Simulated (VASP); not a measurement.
# BaTe (P4/mmm) in VASP: further runs

BaTe is run at these levels: LDA; tasks: single point.

Program: VASP 6.6.1. These are calculated values, not measurements. Logs are shortened: lines on timing, memory, paths and dates and some standing lists are left out, and cuts for length are marked.

## 1. The cell of the first run

Symmetry: P4/mmm, No. 123, tetragonal system. The conventional cell has a = 4.117 Å, b = 4.117 Å, c = 3.705 Å, α = 90.00°, β = 90.00°, γ = 90.00°. Ba (site symmetry 4/mmm) has 8 Te at 3.45 Å and 6 Ba at 3.71 to 4.12 Å within 4.5 Å. Within 4.5 Å of Te (site symmetry 4/mmm) lie 8 Ba at 3.45 Å and 6 Te at 3.71 to 4.12 Å.

## 2. Single point, LDA (strain -0.1000 x Voigt [0, 0, 1, 0, 0, 0])

INCAR reads:

```
SYSTEM = BaTe
PREC = Accurate
ENCUT = 520
EDIFF = 1E-6
ISMEAR = 0
SIGMA = 0.05
LREAL = .FALSE.
LASPH = .TRUE.
NELM = 60
ALGO = Normal
ISIF = 2
LWAVE = .FALSE.
LCHARG = .FALSE.
NBANDS = 15
```

KPOINTS reads:

```
Automatic mesh
0
G
  8 8 8
  0 0 0
```

POSCAR reads:

```
BaTe
1.0
    4.1166807260      0.0000000000      0.0000000000
    0.0000000000      4.1166807260      0.0000000000
    0.0000000000      0.0000000000      3.7050126534
Ba Te
1 1
Direct
    0.0000000000      0.0000000000      0.0000000000
    0.5000000000      0.5000000000      0.5000000000
```

Potentials or basis: VASP PAW LDA potentials, release 64 (Ba_sv, Te).

Launch:

```bash
$ cat potpaw_LDA.64/Ba_sv/POTCAR potpaw_LDA.64/Te/POTCAR > POTCAR
$ mpirun -np 1 vasp_std > vasp.out
```

OUTCAR:

```text
SYSTEM = BaTe
   PREC = Accurate
   ENCUT = 520
   EDIFF = 1E-6
   ISMEAR = 0
   LREAL = .FALSE.
   LASPH = .TRUE.
   NELM = 60
   ISIF = 2

 ion  position               nearest neighbor table
   1  0.000  0.000  0.000-   2 3.45   2 3.45   2 3.45   2 3.45   2 3.45   2 3.45   2 3.45   2 3.45

   2  0.500  0.500  0.500-   1 3.45   1 3.45   1 3.45   1 3.45   1 3.45   1 3.45   1 3.45   1 3.45

  LATTYP: Found a simple tetragonal cell.
 ALAT       =     4.1166807260
 C/A-ratio  =     0.9000000000

  Lattice vectors:

 A1 = (   4.1166807260,   0.0000000000,   0.0000000000)
 A2 = (   0.0000000000,   4.1166807260,   0.0000000000)
 A3 = (   0.0000000000,   0.0000000000,   3.7050126534)

Analysis of symmetry for initial positions (statically):
=====================================================================
 Subroutine PRICEL returns:
 Original cell was already a primitive cell.

 Routine SETGRP: Setting up the symmetry group for a
 simple tetragonal supercell.

 Subroutine GETGRP returns: Found 16 space group operations
 (whereof 16 operations were pure point group operations)
 out of a pool of 16 trial point group operations.

The static configuration has the point symmetry D_4h.

Analysis of symmetry for dynamics (positions and initial velocities):
=====================================================================
 Subroutine PRICEL returns:
 Original cell was already a primitive cell.

 Routine SETGRP: Setting up the symmetry group for a
 simple tetragonal supercell.

 Subroutine GETGRP returns: Found 16 space group operations
 (whereof 16 operations were pure point group operations)
 out of a pool of 16 trial point group operations.

The dynamic configuration has the point symmetry D_4h.

 Subroutine INISYM returns: Found 16 space group operations
 (whereof 16 operations are pure point group operations),
 and found     1 'primitive' translations

----------------------------------------------------------------------------------------

                                     Primitive cell

  volume of cell :      62.7891

  direct lattice vectors                    reciprocal lattice vectors
     4.116680726  0.000000000  0.000000000     0.242914150  0.000000000  0.000000000
     0.000000000  4.116680726  0.000000000     0.000000000  0.242914150  0.000000000
     0.000000000  0.000000000  3.705012653     0.000000000  0.000000000  0.269904611

  length of vectors
     4.116680726  4.116680726  3.705012653     0.242914150  0.242914150  0.269904611

  position of ions in fractional coordinates (direct lattice)
     0.000000000  0.000000000  0.000000000
     0.500000000  0.500000000  0.500000000

  ion indices of the primitive-cell ions
   primitive index   ion index
                 1           1
                 2           2

----------------------------------------------------------------------------------------

 KPOINTS: Automatic mesh

Automatic generation of k-mesh.
 Grid dimensions read from file:
 generate k-points for:    8    8    8

 Generating k-lattice:

  Cartesian coordinates                     Fractional coordinates (reciprocal lattice)
     0.030364269  0.000000000  0.000000000     0.125000000  0.000000000  0.000000000
     0.000000000  0.030364269  0.000000000     0.000000000  0.125000000  0.000000000
     0.000000000  0.000000000  0.033738076     0.000000000  0.000000000  0.125000000

  Length of vectors
     0.030364269  0.030364269  0.033738076

  Shift w.r.t. Gamma in fractional coordinates (k-lattice)
     0.000000000  0.000000000  0.000000000

 Subroutine IBZKPT returns following result:
 ===========================================

 Found     75 irreducible k-points:

 Following reciprocal coordinates:
            Coordinates               Weight
  0.000000  0.000000  0.000000      1.000000
  0.125000  0.000000  0.000000      4.000000
  0.250000  0.000000  0.000000      4.000000
  0.375000  0.000000  0.000000      4.000000
  0.500000  0.000000  0.000000      2.000000
  0.125000  0.125000  0.000000      4.000000
[... 16 lines left out ...]
  0.375000  0.125000  0.125000     16.000000
  0.500000  0.125000  0.125000      8.000000
 [... further k-points ...]
   k-points           NKPTS =     75   k-points in BZ     NKDIM =     75   number of bands    NBANDS=     15
   number of dos      NEDOS =    301   number of ions     NIONS =      2
   total plane-waves  NPLWV =  28672
   dimension x,y,z NGX =    32 NGY =   32 NGZ =   28
   dimension x,y,z NGXF=    64 NGYF=   64 NGZF=   56
   ions per type =               1   1
   NGX,Y,Z   is equivalent  to a cutoff of  12.92, 12.92, 12.56 a.u.
   NGXF,Y,Z  is equivalent  to a cutoff of  25.85, 25.85, 25.13 a.u.
 SYSTEM =  BaTe
   PREC   = accura    normal or accurate (medium, high low for compatibility)
   ISTART =      0    job   : 0-new  1-cont  2-samecut
   ICHARG =      2    charge: 1-file 2-atom 10-const
   ISPIN  =      1    spin polarized calculation?
   LNONCOLLINEAR =      F non collinear calculations
   LSORBIT =      F    spin-orbit coupling
   LASPH  =      T    aspherical Exc in radial PAW
   ENCUT  =  520.0 eV  38.22 Ry    6.18 a.u.   7.65  7.65  6.89*2*pi/ulx,y,z
   NELM   =     60;   NELMIN=  2; NELMDL= -5     # of ELM steps
   EDIFF  = 0.1E-05   stopping-criterion for ELM
   LREAL  =      F    real-space projection
   EDIFFG = 0.1E-04   stopping-criterion for IOM
   NSW    =      0    number of steps for IOM
   IBRION =     -1    ionic relax: 0-MD 1-quasi-New 2-CG
   NFREE  =      0    steps in history (QN), initial steepest desc. (CG)
   ISIF   =      2    stress and relaxation
   ISYM   =      2    0-nonsym 1-usesym 2-fastsym
   POTIM  = 0.5000    time-step for ionic-motion
   TEBEG  =    0.0;   TEEND  =   0.0 temperature during run
   PSTRESS=    0.0 pullay stress
   NELECT =      16.0000    total number of electrons
   NUPDOWN=      -1.0000    fix difference up-down
   EMIN   =  10.00;   EMAX   =-10.00  energy-range for DOS
   EFERMI =   0.00;   METHOD = LEGACY
   ISMEAR =     0;   SIGMA  =   0.05  broadening in eV -4-tet -1-fermi 0-gaus
   EFERMI_NEDOS =   21; number of points for ismear=-14 and -15
   IALGO  =     38    algorithm
   IMIX   =      4    mixing-type and parameters
     AMIX     =   0.40;   BMIX     =  1.00
     AMIX_MAG =   1.60;   BMIX_MAG =  1.00
  volume/ion in A,a.u.               =      31.39       211.86
  Fermi-wavevector in a.u.,A,eV,Ry     =   1.037895  1.961337 14.656553  1.077226
  Thomas-Fermi vector in A             =   2.172354
   LORBIT       =      0    0 simple, 1 ext, 2 COOP (PROOUT), +10 PAW based schemes
   GGA     = CA    functional components
   LHFCALC =     F    Hartree Fock is set to
   AEXX    =    0.0000 exact exchange contribution
   IVDW    =     0    specifies the selected vdW correction
   LEPSILON=     F    determine dielectric tensor
   LRPA    =     F    only Hartree local field effects (RPA)
 non-spin polarized calculation
 Gauss-broadening in eV      SIGMA  =   0.05
  energy-cutoff  :      520.00
  volume of cell :       62.79
 maximum number of plane-waves:      1710
 NGX is ok and might be reduce to    32
   NGX = 15   NGY = 15   NGZ = 13

 number of electron      16.0000000 magnetization

 Free energy of the ion-electron system (eV)
  ---------------------------------------------------
  ext. energy  EPLUGINS =         0.00000000
  ---------------------------------------------------
  free energy    TOTEN  =        -9.12016328 eV

  energy without entropy =       -9.11970815  energy(sigma->0) =       -9.11993572

 E-fermi :   5.7847     XC(G=0):  -9.9361

 val. band max:        5.7303455885   @ k =   0.1250   0.0000   0.0000
 cond. band min:       5.7986866123   @ k =   0.3750   0.3750   0.0000
 fundamental gap:      0.0683410238
 Fermi energy:         5.7847263775

 k-point     1 :       0.0000    0.0000    0.0000
  band No.  band energies     occupation
      1     -22.4514      2.00000
      2      -7.5257      2.00000
      3      -7.5257      2.00000
      4      -7.2247      2.00000
      5      -5.8151      2.00000
      6       4.7141      2.00000
      7       4.7141      2.00000
      8       5.3597      2.00000
      9       5.5093      2.00000
     10       5.8479      0.07418
     11       8.9362      0.00000
     12       9.7007      0.00000
     13      10.7823      0.00000
     14      10.7823      0.00000
     15      13.7737      0.00000

 k-point     2 :       0.1250    0.0000    0.0000
  band No.  band energies     occupation
      1     -22.4444      2.00000
      2      -7.7636      2.00000
      3      -7.5105      2.00000
      4      -7.2140      2.00000
      5      -5.5460      2.00000
      6       3.7601      2.00000
      7       4.5238      2.00000
      8       5.5619      2.00000
      9       5.7303      1.87598
     10       6.1801      0.00000
     11       9.5880      0.00000
     12       9.9516      0.00000
     13      10.8331      0.00000
     14      10.8896      0.00000
     15      12.8886      0.00000

 k-point     3 :       0.2500    0.0000    0.0000
  band No.  band energies     occupation
      1     -22.4272      2.00000
      2      -8.1892      2.00000
      3      -7.4732      2.00000
      4      -7.1877      2.00000
      5      -5.0208      2.00000
      6       2.5159      2.00000
      7       4.1153      2.00000
      8       5.4604      2.00000
      9       5.8176      0.35288
     10       7.4100      0.00000
     11      10.5967      0.00000
     12      10.8275      0.00000
     13      10.9641      0.00000
     14      11.2212      0.00000
     15      11.5977      0.00000
[... 343 lines left out ...]
 k-point    23 :       0.3750    0.1250    0.1250
  band No.  band energies     occupation
      1     -22.3845      2.00000
      2      -8.3873      2.00000
      3      -7.5302      2.00000
      4      -7.3758      2.00000
      5      -4.6003      2.00000
      6       1.9374      2.00000
      7       3.5597      2.00000
      8       4.7381      2.00000
      9       6.7271      0.00000
     10       9.0133      0.00000
     11       9.3669      0.00000
     12      10.4887      0.00000
     13      11.4098      0.00000
     14      12.0977      0.00000
     15      12.3820      0.00000

 k-point    24 :       0.5000    0.1250    0.1250
  band No.  band energies     occupation
      1     -22.3776      2.00000
      2      -8.4940      2.00000
      3      -7.5061      2.00000
      4      -7.3594      2.00000
      5      -4.4966      2.00000
      6       1.6654      2.00000
      7       3.4621      2.00000
      8       4.7807      2.00000
      9       6.7706      0.00000
     10       9.2781      0.00000
     11       9.6112      0.00000
     12      10.8776      0.00000
     13      11.3363      0.00000
     14      12.3109      0.00000
     15      12.6676      0.00000

 [... further k-points ...]

------------------------ aborting loop because EDIFF is reached ----------------------------------------

  FORCE on cell =-STRESS in cart. coord.  units (eV):
  Direction    XX          YY          ZZ          XY          YZ          ZX
  --------------------------------------------------------------------------------------
  -------------------------------------------------------------------------------------
  Total        1.2642965      1.2642965      4.4666327      0.0000000      0.0000000      0.0000000
  in kB       32.2608223     32.2608223    113.9742539      0.0000000      0.0000000      0.0000000
  external PRESSURE =      59.4986329 kB  Pullay stress =       0.0000000 kB

 VOLUME and BASIS-vectors are now :
 -----------------------------------------------------------------------------
  energy-cutoff  :      520.00
  volume of cell :       62.79
      direct lattice vectors                 reciprocal lattice vectors
     4.116680726  0.000000000  0.000000000     0.242914150  0.000000000  0.000000000
     0.000000000  4.116680726  0.000000000     0.000000000  0.242914150  0.000000000
     0.000000000  0.000000000  3.705012653     0.000000000  0.000000000  0.269904611

 POSITION                                       TOTAL-FORCE (eV/Angst)
 -----------------------------------------------------------------------------------
      0.00000      0.00000      0.00000         0.000000      0.000000      0.000000
      2.05834      2.05834      1.85251         0.000000      0.000000      0.000000
 -----------------------------------------------------------------------------------
    total drift:                                0.000000     -0.000000     -0.000000

  FREE ENERGIE OF THE ION-ELECTRON SYSTEM (eV)
  ---------------------------------------------------
  free  energy   TOTEN  =        -9.1201632792 eV

  energy  without entropy=       -9.1197081537  energy(sigma->0) =       -9.11993572
```

It took 29 s on 1 thread of AMD EPYC 7R13 (Zen 3), shared host; peak memory 0.17 GiB.

What came out:

* Free energy: -9.1202 eV
* Pressure: 5.9 GPa
* Band gap on the k mesh: zero (band 8 reaches 5.93 eV, above the bottom of band 9 at 5.50 eV)

Levels at points of the mesh, in eV from the Fermi level:
```csv
k point,band 4,band 5,band 6,band 7,band 8,band 9,band 10,band 11,band 12,band 13
"(0.00, 0.00, 0.00)",-13.01,-11.60,-1.07,-1.07,-0.43,-0.28,0.06,3.15,3.92,5.00
"(0.50, 0.00, 0.00)",-12.93,-10.13,-4.59,-2.16,-0.68,0.49,4.11,4.77,5.39,5.71
"(0.50, 0.50, 0.00)",-12.89,-11.06,-2.65,-2.65,0.04,0.37,3.26,3.26,3.26,6.19
"(0.00, 0.00, 0.50)",-13.11,-10.02,-4.70,-1.88,-1.88,0.96,4.03,4.74,5.35,5.35
"(0.50, 0.00, 0.50)",-13.05,-10.66,-3.07,-2.48,-0.65,0.35,1.78,1.83,2.30,6.58
"(0.50, 0.50, 0.50)",-13.58,-10.12,-4.38,-4.19,-4.19,4.79,4.79,5.78,6.63,6.86
```

Caveat: the cell differs from its parent crystal (strain -0.1000 x Voigt [0, 0, 1, 0, 0, 0]); spin-orbit coupling is left out, which moves the levels of the heavy elements.

## 3. Single point, LDA (strain -0.0750 x Voigt [0, 0, 1, 0, 0, 0])

INCAR reads:

```
  PREC = Accurate
  ENCUT = 520
  EDIFF = 1E-6
  ISMEAR = 0
  SIGMA = 0.05
  LREAL = False
  LASPH = True
  NELM = 80
  ALGO = Normal
  ISIF = 2
  LWAVE = False
  LCHARG = False
  NBANDS = 15
```

KPOINTS reads:

```
regular mesh
0
Gamma
  8 8 8
```

Edit POSCAR of step 2 so:

```diff
@@ -4,3 +4,3 @@
     0.0000000000      4.1166807260      0.0000000000
-    0.0000000000      0.0000000000      3.7050126534
+    0.0000000000      0.0000000000      3.8079296716
 Ba Te
```

Potentials or basis: VASP PAW LDA potentials, release 64 (Ba_sv, Te).

Launch:

```bash
$ cat potpaw_LDA.64/Ba_sv/POTCAR potpaw_LDA.64/Te/POTCAR > POTCAR
$ mpirun -np 1 vasp_std > vasp.out
```

Wall time 31 s (1 thread of AMD EPYC 7R13 (Zen 3), shared host); peak memory 0.18 GiB.

Results (log left out):

```
Free energy            : -9.2274 eV
Pressure               : 4.4 GPa
Band gap on the k mesh : zero (band 8 reaches 5.63 eV, above the bottom of band 9 at 5.33 eV)
```

Stress tensor (GPa, compression positive):
```
2.41 0.00 0.00
0.00 2.41 0.00
0.00 0.00 8.47
```

Levels at points of the mesh, in eV from the Fermi level:
| k point | band 6 | band 7 | band 8 | band 9 | band 10 | band 11 |
| --- | --- | --- | --- | --- | --- | --- |
| (0.00, 0.00, 0.00) | -0.84 | -0.84 | -0.15 | -0.06 | -0.04 | 3.09 |
| (0.50, 0.00, 0.00) | -4.34 | -1.82 | -0.77 | 0.74 | 4.31 | 4.96 |
| (0.50, 0.50, 0.00) | -2.50 | -2.50 | 0.25 | 0.28 | 3.11 | 3.16 |
| (0.00, 0.00, 0.50) | -4.40 | -1.62 | -1.62 | 1.09 | 4.24 | 4.91 |
| (0.50, 0.00, 0.50) | -2.77 | -2.37 | -0.44 | 0.50 | 2.08 | 2.11 |
| (0.50, 0.50, 0.50) | -4.05 | -3.94 | -3.94 | 4.91 | 4.91 | 5.58 |

Caveat: the cell differs from its parent crystal (strain -0.0750 x Voigt [0, 0, 1, 0, 0, 0]); spin-orbit coupling is left out, which moves the levels of the heavy elements.

(Part 1 of 2 ends here.)
